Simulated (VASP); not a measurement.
# KI (I4/mmm) in VASP: a series of runs

KI is run at these levels: r2SCAN; tasks: single point.

Program: VASP 6.6.1. These are calculated values, not measurements. Logs are shortened: lines on timing, memory, paths and dates and some standing lists are left out, and cuts for length are marked.

## 1. The cell of the first run

The structure is tetragonal, space group I4/mmm (No. 139). Conventional cell: a = 5.262 Å, b = 5.262 Å, c = 6.325 Å, α = 90.00°, β = 90.00°, γ = 90.00°. K (site symmetry 4/mmm) has 6 I at 3.16 to 3.72 Å within 4.2 Å. Within 4.2 Å of I (site symmetry 4/mmm) lie 6 K at 3.16 to 3.72 Å.

## 2. Single point, r2SCAN

POSCAR reads:

```
KI
1.0
    0.0000000000      3.7207518015      3.1626390313
    3.7207518015      0.0000000000      3.1626390313
    3.7207518015      3.7207518015      0.0000000000
K I
1 1
Direct
    0.0000000000      0.0000000000      0.0000000000
    0.5000000000      0.5000000000      0.5000000000
```

INCAR.step1 reads:

```
SYSTEM = KI
  PREC = Accurate
  ENCUT = 520
  ISMEAR = 0
  SIGMA = 0.05
  LREAL = .False.
  LASPH = .True.
  NELM = 100
  NBANDS = 15
  GGA = PE
  ALGO = Normal
  EDIFF = 1E-4
  LWAVE = .True.
  LCHARG = .False.
```

INCAR.step2 reads:

```
SYSTEM = KI
  PREC = Accurate
  ENCUT = 520
  EDIFF = 1E-7
  ISMEAR = 0
  SIGMA = 0.05
  LREAL = .False.
  LASPH = .True.
  NELM = 100
  ALGO = Normal
  ISIF = 2
  LWAVE = .False.
  LCHARG = .True.
  METAGGA = R2SCAN
  LMIXTAU = .True.
  LELF = .True.
  LVHAR = .True.
  NBANDS = 15
  ISTART = 1
```

KPOINTS reads:

```
Automatic mesh
0
Gamma
  6 6 6
  0 0 0
```

Potentials or basis: VASP PAW PBE potentials, release 64 (K_sv, I).

Run with:

```console
$ cat potpaw_PBE.64/K_sv/POTCAR potpaw_PBE.64/I/POTCAR > POTCAR
$ cp INCAR.step1 INCAR
$ mpirun -np 1 vasp_std > vasp.out
$ cp INCAR.step2 INCAR
$ mpirun -np 1 vasp_std > vasp.out
```

OUTCAR:

```text
SYSTEM = KI
   PREC = Accurate
   ENCUT = 520
   EDIFF = 1E-7
   ISMEAR = 0
   LREAL = .False.
   LASPH = .True.
   NELM = 100
   ISIF = 2
   METAGGA = R2SCAN
   ISTART = 1

 ion  position               nearest neighbor table
   1  0.000  0.000  0.000-   2 3.16   2 3.16
   2  0.500  0.500  0.500-   1 3.16   1 3.16

  LATTYP: Found a body centered tetragonal cell.
 ALAT       =     5.2619376599
 C/A-ratio  =     1.2020815280

  Lattice vectors:

 A1 = (   0.0000000000,  -3.7207518015,  -3.1626390313)
 A2 = (   0.0000000000,   3.7207518015,  -3.1626390313)
 A3 = (   3.7207518015,   0.0000000000,   3.1626390313)

Analysis of symmetry for initial positions (statically):
=====================================================================
 Subroutine PRICEL returns:
 Original cell was already a primitive cell.

 Routine SETGRP: Setting up the symmetry group for a
 body centered tetragonal supercell.

 Subroutine GETGRP returns: Found 16 space group operations
 (whereof 16 operations were pure point group operations)
 out of a pool of 16 trial point group operations.

The static configuration has the point symmetry D_4h.

Analysis of symmetry for dynamics (positions and initial velocities):
=====================================================================
 Subroutine PRICEL returns:
 Original cell was already a primitive cell.

 Routine SETGRP: Setting up the symmetry group for a
 body centered tetragonal supercell.

 Subroutine GETGRP returns: Found 16 space group operations
 (whereof 16 operations were pure point group operations)
 out of a pool of 16 trial point group operations.

The dynamic configuration has the point symmetry D_4h.

 Subroutine INISYM returns: Found 16 space group operations
 (whereof 16 operations are pure point group operations),
 and found     1 'primitive' translations

----------------------------------------------------------------------------------------

                                     Primitive cell

  volume of cell :      87.5671

  direct lattice vectors                    reciprocal lattice vectors
     0.000000000  3.720751802  3.162639031    -0.134381444  0.134381444  0.158095817
     3.720751802  0.000000000  3.162639031     0.134381444 -0.134381444  0.158095817
     3.720751802  3.720751802  0.000000000     0.134381444  0.134381444 -0.158095817

  length of vectors
     4.883265261  4.883265261  5.261937660     0.247206457  0.247206457  0.247206457

  position of ions in fractional coordinates (direct lattice)
     0.000000000  0.000000000  0.000000000
     0.500000000  0.500000000  0.500000000

  ion indices of the primitive-cell ions
   primitive index   ion index
                 1           1
                 2           2

----------------------------------------------------------------------------------------

 KPOINTS: Automatic mesh

Automatic generation of k-mesh.
 Grid dimensions read from file:
 generate k-points for:    6    6    6

 Generating k-lattice:

  Cartesian coordinates                     Fractional coordinates (reciprocal lattice)
    -0.022396907  0.022396907  0.026349303     0.166666667 -0.000000000  0.000000000
     0.022396907 -0.022396907  0.026349303    -0.000000000  0.166666667  0.000000000
     0.022396907  0.022396907 -0.026349303     0.000000000  0.000000000  0.166666667

  Length of vectors
     0.041201076  0.041201076  0.041201076

  Shift w.r.t. Gamma in fractional coordinates (k-lattice)
     0.000000000  0.000000000  0.000000000

 Subroutine IBZKPT returns following result:
 ===========================================

 Found     30 irreducible k-points:

 Following reciprocal coordinates:
            Coordinates               Weight
  0.000000  0.000000  0.000000      1.000000
  0.166667  0.000000  0.000000      8.000000
  0.333333  0.000000  0.000000      8.000000
  0.500000  0.000000  0.000000      4.000000
  0.166667  0.166667  0.000000      2.000000
  0.333333  0.166667  0.000000      8.000000
[... 16 lines left out ...]
  0.333333  0.000000  0.333333      4.000000
  0.500000  0.000000  0.333333     16.000000
 [... further k-points ...]
   k-points           NKPTS =     30   k-points in BZ     NKDIM =     30   number of bands    NBANDS=     15
   number of dos      NEDOS =    301   number of ions     NIONS =      2
   total plane-waves  NPLWV =  51840
   dimension x,y,z NGX =    36 NGY =   36 NGZ =   40
   dimension x,y,z NGXF=    72 NGYF=   72 NGZF=   80
   ions per type =               1   1
   NGX,Y,Z   is equivalent  to a cutoff of  12.26, 12.26, 12.64 a.u.
   NGXF,Y,Z  is equivalent  to a cutoff of  24.51, 24.51, 25.28 a.u.
 SYSTEM =  KI
   PREC   = accura    normal or accurate (medium, high low for compatibility)
   ISTART =      1    job   : 0-new  1-cont  2-samecut
   ICHARG =      0    charge: 1-file 2-atom 10-const
   ISPIN  =      1    spin polarized calculation?
   LNONCOLLINEAR =      F non collinear calculations
   LSORBIT =      F    spin-orbit coupling
   LASPH  =      T    aspherical Exc in radial PAW
   ENCUT  =  520.0 eV  38.22 Ry    6.18 a.u.   9.08  9.08  9.78*2*pi/ulx,y,z
   NELM   =    100;   NELMIN=  2; NELMDL=  0     # of ELM steps
   EDIFF  = 0.1E-06   stopping-criterion for ELM
   LREAL  =      F    real-space projection
   EDIFFG = 0.1E-05   stopping-criterion for IOM
   NSW    =      0    number of steps for IOM
   IBRION =     -1    ionic relax: 0-MD 1-quasi-New 2-CG
   NFREE  =      0    steps in history (QN), initial steepest desc. (CG)
   ISIF   =      2    stress and relaxation
   ISYM   =      2    0-nonsym 1-usesym 2-fastsym
   POTIM  = 0.5000    time-step for ionic-motion
   TEBEG  =    0.0;   TEEND  =   0.0 temperature during run
   PSTRESS=    0.0 pullay stress
   NELECT =      16.0000    total number of electrons
   NUPDOWN=      -1.0000    fix difference up-down
   EMIN   =  10.00;   EMAX   =-10.00  energy-range for DOS
   EFERMI =   0.00;   METHOD = LEGACY
   ISMEAR =     0;   SIGMA  =   0.05  broadening in eV -4-tet -1-fermi 0-gaus
   EFERMI_NEDOS =   21; number of points for ismear=-14 and -15
   IALGO  =     38    algorithm
   IMIX   =      4    mixing-type and parameters
     AMIX     =   0.40;   BMIX     =  1.00
     AMIX_MAG =   1.60;   BMIX_MAG =  1.00
  volume/ion in A,a.u.               =      43.78       295.47
  Fermi-wavevector in a.u.,A,eV,Ry     =   0.928969  1.755497 11.741598  0.862983
  Thomas-Fermi vector in A             =   2.055202
   LORBIT       =      0    0 simple, 1 ext, 2 COOP (PROOUT), +10 PAW based schemes
   METAGGA = R2SCAN    functional components
   LHFCALC =     F    Hartree Fock is set to
   AEXX    =    0.0000 exact exchange contribution
   IVDW    =     0    specifies the selected vdW correction
   LEPSILON=     F    determine dielectric tensor
   LRPA    =     F    only Hartree local field effects (RPA)
 non-spin polarized calculation
 Gauss-broadening in eV      SIGMA  =   0.05
  energy-cutoff  :      520.00
  volume of cell :       87.57
 maximum number of plane-waves:      2376
   NGX = 19   NGY = 19   NGZ = 19

 number of electron      15.9999999 magnetization

 Free energy of the ion-electron system (eV)
  ---------------------------------------------------
  ext. energy  EPLUGINS =         0.00000000
  ---------------------------------------------------
  free energy    TOTEN  =       -33.79735434 eV

  energy without entropy =      -33.79735434  energy(sigma->0) =      -33.79735434

 E-fermi :  -0.3630     XC(G=0):  -7.5116

 val. band max:       -0.6346880371   @ k =   0.0000   0.0000   0.0000
 cond. band min:       3.8177920927   @ k =   0.0000   0.0000   0.0000
 fundamental gap:      4.4524801298
 Fermi energy:        -0.3629584001

 k-point     1 :       0.0000    0.0000    0.0000
  band No.  band energies     occupation
      1     -30.3138      2.00000
      2     -13.0733      2.00000
      3     -13.0389      2.00000
      4     -13.0389      2.00000
      5     -11.5730      2.00000
      6      -0.7368      2.00000
      7      -0.7368      2.00000
      8      -0.6347      2.00000
      9       3.8178      0.00000
     10       6.0641      0.00000
     11       6.0641      0.00000
     12       6.7934      0.00000
     13       7.0548      0.00000
     14       7.7618      0.00000
     15       9.6922      0.00000

 k-point     2 :       0.1667    0.0000    0.0000
  band No.  band energies     occupation
      1     -30.3132      2.00000
      2     -13.1346      2.00000
      3     -13.0446      2.00000
      4     -13.0415      2.00000
      5     -11.4571      2.00000
      6      -1.1209      2.00000
      7      -0.8431      2.00000
      8      -0.7827      2.00000
      9       4.4015      0.00000
     10       6.1852      0.00000
     11       6.3978      0.00000
     12       7.0566      0.00000
     13       7.1278      0.00000
     14       8.1940      0.00000
     15      10.6290      0.00000

 k-point     3 :       0.3333    0.0000    0.0000
  band No.  band energies     occupation
      1     -30.3120      2.00000
      2     -13.2464      2.00000
      3     -13.0468      2.00000
      4     -13.0461      2.00000
      5     -11.2421      2.00000
      6      -1.7962      2.00000
      7      -1.0375      2.00000
      8      -0.9820      2.00000
      9       5.1207      0.00000
     10       6.8358      0.00000
     11       7.0684      0.00000
     12       7.7081      0.00000
     13       8.1438      0.00000
     14       9.1993      0.00000
     15       9.4871      0.00000

 k-point     4 :       0.5000    0.0000    0.0000
  band No.  band energies     occupation
      1     -30.3114      2.00000
      2     -13.2954      2.00000
      3     -13.0494      2.00000
      4     -13.0464      2.00000
      5     -11.1397      2.00000
      6      -2.0853      2.00000
      7      -1.1270      2.00000
      8      -1.0741      2.00000
      9       5.2736      0.00000
     10       7.5125      0.00000
     11       7.5323      0.00000
     12       8.7714      0.00000
     13       8.8863      0.00000
     14       8.9448      0.00000
     15       9.1086      0.00000
[... 307 lines left out ...]
 k-point    22 :      -0.3333    0.5000    0.1667
  band No.  band energies     occupation
      1     -30.3101      2.00000
      2     -13.1166      2.00000
      3     -13.0743      2.00000
      4     -13.0725      2.00000
      5     -11.3760      2.00000
      6      -1.4321      2.00000
      7      -1.4088      2.00000
      8      -1.2900      2.00000
      9       5.1687      0.00000
     10       6.5167      0.00000
     11       7.1129      0.00000
     12       8.6360      0.00000
     13       8.9335      0.00000
     14       9.1987      0.00000
     15       9.9556      0.00000

 k-point    23 :       0.3333    0.0000    0.3333
  band No.  band energies     occupation
      1     -30.3119      2.00000
      2     -13.0904      2.00000
      3     -13.0869      2.00000
      4     -13.0433      2.00000
      5     -11.4462      2.00000
      6      -1.6739      2.00000
      7      -0.9208      2.00000
      8      -0.8902      2.00000
      9       5.0015      0.00000
     10       5.6316      0.00000
     11       7.7503      0.00000
     12       8.0946      0.00000
     13       8.2544      0.00000
     14       8.9410      0.00000
     15       9.6981      0.00000

 k-point    24 :       0.5000    0.0000    0.3333
  band No.  band energies     occupation
      1     -30.3113      2.00000
      2     -13.1484      2.00000
      3     -13.0769      2.00000
      4     -13.0480      2.00000
      5     -11.3555      2.00000
      6      -1.7396      2.00000
      7      -1.2074      2.00000
      8      -0.9913      2.00000
      9       5.1973      0.00000
     10       6.2463      0.00000
     11       7.5079      0.00000
     12       8.3465      0.00000
     13       8.8120      0.00000
     14       9.3369      0.00000
     15       9.5655      0.00000

 [... further k-points ...]

------------------------ aborting loop because EDIFF is reached ----------------------------------------

  FORCE on cell =-STRESS in cart. coord.  units (eV):
  Direction    XX          YY          ZZ          XY          YZ          ZX
  --------------------------------------------------------------------------------------
  -------------------------------------------------------------------------------------
  Total       -0.4809356     -0.4809356      3.4358283      0.0000000     -0.0000000     -0.0000000
  in kB       -8.7994700     -8.7994700     62.8638558      0.0000000     -0.0000000     -0.0000000
  external PRESSURE =      15.0883053 kB  Pullay stress =       0.0000000 kB

 VOLUME and BASIS-vectors are now :
 -----------------------------------------------------------------------------
  energy-cutoff  :      520.00
  volume of cell :       87.57
      direct lattice vectors                 reciprocal lattice vectors
     0.000000000  3.720751802  3.162639031    -0.134381444  0.134381444  0.158095817
     3.720751802  0.000000000  3.162639031     0.134381444 -0.134381444  0.158095817
     3.720751802  3.720751802  0.000000000     0.134381444  0.134381444 -0.158095817

 POSITION                                       TOTAL-FORCE (eV/Angst)
 -----------------------------------------------------------------------------------
      0.00000      0.00000      0.00000         0.000000      0.000000      0.000000
      3.72075      3.72075      3.16264         0.000000      0.000000      0.000000
 -----------------------------------------------------------------------------------
    total drift:                                0.000000      0.000000      0.000000

  FREE ENERGIE OF THE ION-ELECTRON SYSTEM (eV)
  ---------------------------------------------------
  free  energy   TOTEN  =       -33.7973543444 eV

  energy  without entropy=      -33.7973543444  energy(sigma->0) =      -33.79735434
```

Run time: 95 s. Hardware: 1 thread of Intel Xeon 6975P-C (Granite Rapids), shared host; peak memory 0.25 GiB.

What came out:

```
Free energy            : -33.7974 eV
Pressure               : 1.5 GPa
Band gap on the k mesh : 4.45 eV
```

Caveat: the PAW data sets were made with another functional, which shifts forces and pressure a little; spin-orbit coupling is left out, which moves the levels of the heavy elements.

(Continued in part 2 of 2.)
